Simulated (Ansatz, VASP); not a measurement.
# One calculation of Si2C, two programs

```
CELL_PARAMETERS angstrom
5.62210 -0.09021 -0.76373
2.73253 4.89456 -0.88130
1.77363 1.10511 3.24084
ATOMIC_POSITIONS crystal
Si 0.38208 0.47408 0.32156
Si 0.02598 0.11790 0.67841
Si 0.61792 0.52592 0.67844
Si 0.97402 0.88210 0.32159
C 0.61941 0.88057 0.49993
C 0.38059 0.11943 0.50007
```

Alike in both runs: functional PBE; k mesh 4 × 4 × 4; occupations gaussian, width 0.1 eV; no spin polarisation.

Ansatz relaxed the structure, and its values are those at the end. VASP's run is a single point on that final structure, the one shown.

```csv
,VASP,Ansatz
version,VASP 6.6.1,Ansatz 0.2.0
potentials or method,"VASP PAW PBE potentials, release 64 (Si, C), cutoff 520 eV","scalar-relativistic, plane waves, PAW"
valence electrons in the cell,24,24
```

Ansatz gave:

* gap on the k mesh at the Fermi level (eV): 0.07
* least direct gap on the mesh (eV): 0.46
* pressure (GPa): 0.1
* rms of the force components (eV/Å): 0.015

**Question.** What did VASP give for the same quantities?

**Answer.** gap on the k mesh at the Fermi level (eV): 0.08; least direct gap on the mesh (eV): 0.46; pressure (GPa): 0.1; rms of the force components (eV/Å): 0.029.

The k mesh is coarse, so the values compare programs but aren't converged.
